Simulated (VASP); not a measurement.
# Se (Pm-3m) in VASP: a series of runs, part 2 of 3

VASP 6.6.1. The steps go on from the part before.

### Step 3. Single point, PBE

INCAR

```
PREC = Accurate
ENCUT = 520
EDIFF = 1E-7
ISMEAR = -1
SIGMA = 0.1
LREAL = False
LASPH = True
NELM = 100
ALGO = Normal
ISIF = 2
LWAVE = False
LCHARG = True
GGA = PE
LELF = True
LVHAR = True
NBANDS = 9
```

KPOINTS

```
Automatic mesh
0
Gamma
  18 18 18
```

POSCAR

```
Se
1.0
    2.8307185976      0.0000000000      0.0000000000
    0.0000000000      2.8307185976      0.0000000000
    0.0000000000      0.0000000000      2.8307185976
Se
1
Direct
    0.0000000000      0.0000000000      0.0000000000
```

Potentials or basis: VASP PAW PBE potentials, release 64 (Se).

On the command line:

```
$ cat potpaw_PBE.64/Se/POTCAR > POTCAR
$ mpirun -np 1 vasp_std > vasp.out
```

Wall time 25 s (1 thread of AMD EPYC 7R43 (Zen 3), shared host); peak memory 0.14 GiB.

Results (log left out):

| Item | Value |
| --- | --- |
| Free energy | -3.3334 eV |
| Pressure | 0.1 GPa |
| Band gap on the k mesh | zero (band 3 reaches 7.44 eV, above the bottom of band 4 at 1.35 eV) |

Levels at points of the mesh, in eV from the Fermi level:
| k point | band 1 | band 2 | band 3 | band 4 | band 5 | band 6 |
| --- | --- | --- | --- | --- | --- | --- |
| (0.00, 0.00, 0.00) | -16.02 | 1.37 | 1.37 | 1.37 | 7.76 | 7.76 |
| (0.50, 0.00, 0.00) | -13.97 | -6.92 | 2.77 | 2.77 | 9.90 | 11.50 |
| (0.50, 0.50, 0.00) | -11.94 | -5.01 | -5.01 | 2.96 | 4.04 | 13.33 |
| (0.50, 0.50, 0.50) | -9.87 | -3.32 | -3.32 | -3.32 | 5.86 | 5.86 |

### Step 4. Single point, PBE (volume scaled by 1.04)

INCAR

```
ALGO = Normal
EDIFF = 1E-6
ENCUT = 520
GGA = PE
ISIF = 2
ISMEAR = -1
LASPH = T
LCHARG = F
LREAL = F
LWAVE = F
NBANDS = 9
NELM = 100
PREC = Accurate
SIGMA = 0.1
```

KPOINTS

```
k-points
0
Gamma
  18 18 18
```

POSCAR

```
Se
1.0
    2.8679691667      0.0000000000      0.0000000000
    0.0000000000      2.8679691667      0.0000000000
    0.0000000000      0.0000000000      2.8679691667
Se
1
Direct
    0.0000000000      0.0000000000      0.0000000000
```

On the command line:

```
$ cat potpaw_PBE.64/Se/POTCAR > POTCAR
$ mpirun -np 1 vasp_std > vasp.out
```

Run time: 24 s. Hardware: 1 thread of AMD EPYC 7R43 (Zen 3), shared host; peak memory 0.13 GiB.

It converged, with:

| Property | Result |
| --- | --- |
| Free energy | -3.3267 eV |
| Pressure | -2.4 GPa |
| Band gap on the k mesh | zero (band 3 reaches 6.82 eV, above the bottom of band 4 at 1.04 eV) |

Levels at points of the mesh, in eV from the Fermi level:
```csv
k point,band 1,band 2,band 3,band 4,band 5,band 6,band 7
"(0.00, 0.00, 0.00)",-15.68,1.31,1.31,1.31,7.62,7.83,7.83
"(0.50, 0.00, 0.00)",-13.77,-6.58,2.62,2.62,9.90,11.22,12.35
"(0.50, 0.50, 0.00)",-11.89,-4.76,-4.76,3.20,3.80,13.08,15.54
"(0.50, 0.50, 0.50)",-9.98,-3.17,-3.17,-3.17,6.00,6.00,6.00
```

### Step 5. Single point, PBE (volume scaled by 1.08)

INCAR

```
PREC = Accurate
ENCUT = 520
EDIFF = 1E-6
ISMEAR = -1
SIGMA = 0.1
LREAL = False
LASPH = True
NELM = 100
ALGO = Normal
ISIF = 2
LWAVE = False
LCHARG = True
GGA = PE
LELF = True
LVHAR = True
NBANDS = 9
```

KPOINTS

```
Automatic mesh
0
Gamma
  18 18 18
```

POSCAR

```
Se
1.0
    2.9042764282      0.0000000000      0.0000000000
    0.0000000000      2.9042764282      0.0000000000
    0.0000000000      0.0000000000      2.9042764282
Se
1
Direct
    0.0000000000      0.0000000000      0.0000000000
```

Potentials or basis: VASP PAW PBE potentials, release 64 (Se).

On the command line:

```
$ cat potpaw_PBE.64/Se/POTCAR > POTCAR
$ mpirun -np 1 vasp_std > vasp.out
```

OUTCAR:

```text
PREC = Accurate
   ENCUT = 520
   EDIFF = 1E-6
   ISMEAR = -1
   LREAL = False
   LASPH = True
   NELM = 100
   ISIF = 2
   GGA = PE

 ion  position               nearest neighbor table
   1  0.000  0.000  0.000-

  LATTYP: Found a simple cubic cell.
 ALAT       =     2.9042764282

  Lattice vectors:

 A1 = (   2.9042764282,   0.0000000000,   0.0000000000)
 A2 = (   0.0000000000,   2.9042764282,   0.0000000000)
 A3 = (   0.0000000000,   0.0000000000,   2.9042764282)

Analysis of symmetry for initial positions (statically):
=====================================================================
 Subroutine PRICEL returns:
 Original cell was already a primitive cell.

 Routine SETGRP: Setting up the symmetry group for a
 simple cubic supercell.

 Subroutine GETGRP returns: Found 48 space group operations
 (whereof 48 operations were pure point group operations)
 out of a pool of 48 trial point group operations.

The static configuration has the point symmetry O_h .

Analysis of symmetry for dynamics (positions and initial velocities):
=====================================================================
 Subroutine PRICEL returns:
 Original cell was already a primitive cell.

 Routine SETGRP: Setting up the symmetry group for a
 simple cubic supercell.

 Subroutine GETGRP returns: Found 48 space group operations
 (whereof 48 operations were pure point group operations)
 out of a pool of 48 trial point group operations.

The dynamic configuration has the point symmetry O_h .

 Subroutine INISYM returns: Found 48 space group operations
 (whereof 48 operations are pure point group operations),
 and found     1 'primitive' translations

----------------------------------------------------------------------------------------

                                     Primitive cell

  volume of cell :      24.4971

  direct lattice vectors                    reciprocal lattice vectors
     2.904276428  0.000000000  0.000000000     0.344319842  0.000000000  0.000000000
     0.000000000  2.904276428  0.000000000     0.000000000  0.344319842  0.000000000
     0.000000000  0.000000000  2.904276428     0.000000000  0.000000000  0.344319842

  length of vectors
     2.904276428  2.904276428  2.904276428     0.344319842  0.344319842  0.344319842

  position of ions in fractional coordinates (direct lattice)
     0.000000000  0.000000000  0.000000000

  ion indices of the primitive-cell ions
   primitive index   ion index
                 1           1

----------------------------------------------------------------------------------------

 KPOINTS: Automatic mesh

Automatic generation of k-mesh.
 Grid dimensions read from file:
 generate k-points for:   18   18   18

 Generating k-lattice:

  Cartesian coordinates                     Fractional coordinates (reciprocal lattice)
     0.019128880  0.000000000  0.000000000     0.055555556  0.000000000  0.000000000
     0.000000000  0.019128880  0.000000000     0.000000000  0.055555556  0.000000000
     0.000000000  0.000000000  0.019128880     0.000000000  0.000000000  0.055555556

  Length of vectors
     0.019128880  0.019128880  0.019128880

  Shift w.r.t. Gamma in fractional coordinates (k-lattice)
     0.000000000  0.000000000  0.000000000

 Subroutine IBZKPT returns following result:
 ===========================================

 Found    220 irreducible k-points:

 Following reciprocal coordinates:
            Coordinates               Weight
  0.000000  0.000000  0.000000      1.000000
  0.055556  0.000000  0.000000      6.000000
  0.111111  0.000000  0.000000      6.000000
  0.166667  0.000000  0.000000      6.000000
  0.222222  0.000000  0.000000      6.000000
  0.277778  0.000000  0.000000      6.000000
[... 16 lines left out ...]
  0.277778  0.111111  0.000000     24.000000
  0.333333  0.111111  0.000000     24.000000
 [... further k-points ...]
   k-points           NKPTS =    220   k-points in BZ     NKDIM =    220   number of bands    NBANDS=      9
   number of dos      NEDOS =    301   number of ions     NIONS =      1
   total plane-waves  NPLWV =  13824
   dimension x,y,z NGX =    24 NGY =   24 NGZ =   24
   dimension x,y,z NGXF=    48 NGYF=   48 NGZF=   48
   ions per type =               1
   NGX,Y,Z   is equivalent  to a cutoff of  13.74, 13.74, 13.74 a.u.
   NGXF,Y,Z  is equivalent  to a cutoff of  27.48, 27.48, 27.48 a.u.
 SYSTEM =  unknown system
   PREC   = accura    normal or accurate (medium, high low for compatibility)
   ISTART =      0    job   : 0-new  1-cont  2-samecut
   ICHARG =      2    charge: 1-file 2-atom 10-const
   ISPIN  =      1    spin polarized calculation?
   LNONCOLLINEAR =      F non collinear calculations
   LSORBIT =      F    spin-orbit coupling
   LASPH  =      T    aspherical Exc in radial PAW
   ENCUT  =  520.0 eV  38.22 Ry    6.18 a.u.   5.40  5.40  5.40*2*pi/ulx,y,z
   NELM   =    100;   NELMIN=  2; NELMDL= -5     # of ELM steps
   EDIFF  = 0.1E-05   stopping-criterion for ELM
   LREAL  =      F    real-space projection
   EDIFFG = 0.1E-04   stopping-criterion for IOM
   NSW    =      0    number of steps for IOM
   IBRION =     -1    ionic relax: 0-MD 1-quasi-New 2-CG
   NFREE  =      0    steps in history (QN), initial steepest desc. (CG)
   ISIF   =      2    stress and relaxation
   ISYM   =      2    0-nonsym 1-usesym 2-fastsym
   POTIM  = 0.5000    time-step for ionic-motion
   TEBEG  =    0.0;   TEEND  =   0.0 temperature during run
   PSTRESS=    0.0 pullay stress
   NELECT =       6.0000    total number of electrons
   NUPDOWN=      -1.0000    fix difference up-down
   EMIN   =  10.00;   EMAX   =-10.00  energy-range for DOS
   EFERMI =   0.00;   METHOD = LEGACY
   ISMEAR =    -1;   SIGMA  =   0.10  broadening in eV -4-tet -1-fermi 0-gaus
   EFERMI_NEDOS =   21; number of points for ismear=-14 and -15
   IALGO  =     38    algorithm
   IMIX   =      4    mixing-type and parameters
     AMIX     =   0.40;   BMIX     =  1.00
     AMIX_MAG =   1.60;   BMIX_MAG =  1.00
  volume/ion in A,a.u.               =      24.50       165.31
  Fermi-wavevector in a.u.,A,eV,Ry     =   1.024285  1.935617 14.274673  1.049159
  Thomas-Fermi vector in A             =   2.158063
   LORBIT       =      0    0 simple, 1 ext, 2 COOP (PROOUT), +10 PAW based schemes
   GGA     = PE    functional components
   LHFCALC =     F    Hartree Fock is set to
   AEXX    =    0.0000 exact exchange contribution
   IVDW    =     0    specifies the selected vdW correction
   LEPSILON=     F    determine dielectric tensor
   LRPA    =     F    only Hartree local field effects (RPA)
 non-spin polarized calculation
  energy-cutoff  :      520.00
  volume of cell :       24.50
 maximum number of plane-waves:       691
 NGX is ok and might be reduce to    24
   NGX = 11   NGY = 11   NGZ = 11

 number of electron       6.0000001 magnetization

 Free energy of the ion-electron system (eV)
  ---------------------------------------------------
  ext. energy  EPLUGINS =         0.00000000
  ---------------------------------------------------
  free energy    TOTEN  =        -3.30714909 eV

  energy without entropy =       -3.28513710  energy(sigma->0) =       -3.29614309

 E-fermi :   3.7706     XC(G=0):  -9.5588

 val. band max:        3.7483269574   @ k =   0.1111   0.1111   0.0556
 cond. band min:       3.7708815516   @ k =   0.3889   0.1667   0.1111
 fundamental gap:      0.0225545942
 Fermi energy:         3.7706037681

 k-point     1 :       0.0000    0.0000    0.0000
  band No.  band energies     occupation
      1     -11.6020      2.00000
      2       5.0270      0.00001
      3       5.0270      0.00001
      4       5.0270      0.00001
      5      11.2076      0.00000
      6      11.6647      0.00000
      7      11.6647      0.00000
      8      25.1501      0.00000
      9      25.1501      0.00000

 k-point     2 :       0.0556    0.0000    0.0000
  band No.  band energies     occupation
      1     -11.5627      2.00000
      2       4.5894      0.00056
      3       5.0575      0.00001
      4       5.0575      0.00001
      5      11.3412      0.00000
      6      11.7065      0.00000
      7      12.1078      0.00000
      8      24.2506      0.00000
      9      24.2506      0.00000
[... 253 lines left out ...]
 k-point    24 :       0.3333    0.1111    0.0000
  band No.  band energies     occupation
      1     -10.2455      2.00000
      2      -0.8639      2.00000
      3       4.5609      0.00074
      4       6.0068      0.00000
      5      13.1502      0.00000
      6      14.1595      0.00000
      7      16.1052      0.00000
      8      18.5190      0.00000
      9      19.2279      0.00000

 [... further k-points ...]
[... 5 lines left out ...]
  --------------------------------------------------------------------------------------
  -------------------------------------------------------------------------------------
  Total       -0.6756087     -0.6756087     -0.6756087     -0.0000000     -0.0000000      0.0000000
  in kB      -44.1867403    -44.1867403    -44.1867403     -0.0000000     -0.0000000      0.0000000
  external PRESSURE =     -44.1867403 kB  Pullay stress =       0.0000000 kB

 VOLUME and BASIS-vectors are now :
 -----------------------------------------------------------------------------
  energy-cutoff  :      520.00
  volume of cell :       24.50
      direct lattice vectors                 reciprocal lattice vectors
     2.904276428  0.000000000  0.000000000     0.344319842  0.000000000  0.000000000
     0.000000000  2.904276428  0.000000000     0.000000000  0.344319842  0.000000000
     0.000000000  0.000000000  2.904276428     0.000000000  0.000000000  0.344319842

 POSITION                                       TOTAL-FORCE (eV/Angst)
 -----------------------------------------------------------------------------------
      0.00000      0.00000      0.00000         0.000000      0.000000      0.000000
 -----------------------------------------------------------------------------------
    total drift:                               -0.000000      0.000000     -0.000000

  FREE ENERGIE OF THE ION-ELECTRON SYSTEM (eV)
  ---------------------------------------------------
  free  energy   TOTEN  =        -3.3071490926 eV

  energy  without entropy=       -3.2851370970  energy(sigma->0) =       -3.29614309
```

stdout:

```text
POSCAR found type information on POSCAR Se
 POSCAR found :  1 types and       1 ions
 scaLAPACK will be used
 LDA part: xc-table for (Slater+PW92), standard interpolation
 POSCAR, INCAR and KPOINTS ok, starting setup
 FFT: planning ... GRIDC
 FFT: planning ... GRID_SOFT
 FFT: planning ... GRID
 WAVECAR not read
 entering main loop
```

Wall time 26 s (1 thread of AMD EPYC 7R43 (Zen 3), shared host); peak memory 0.14 GiB.

What came out:

- Free energy: -3.3071 eV
- Pressure: -4.4 GPa
- Band gap on the k mesh: zero (band 3 reaches 6.25 eV, above the bottom of band 4 at 0.75 eV)

(Part 2 of 3 ends here.)
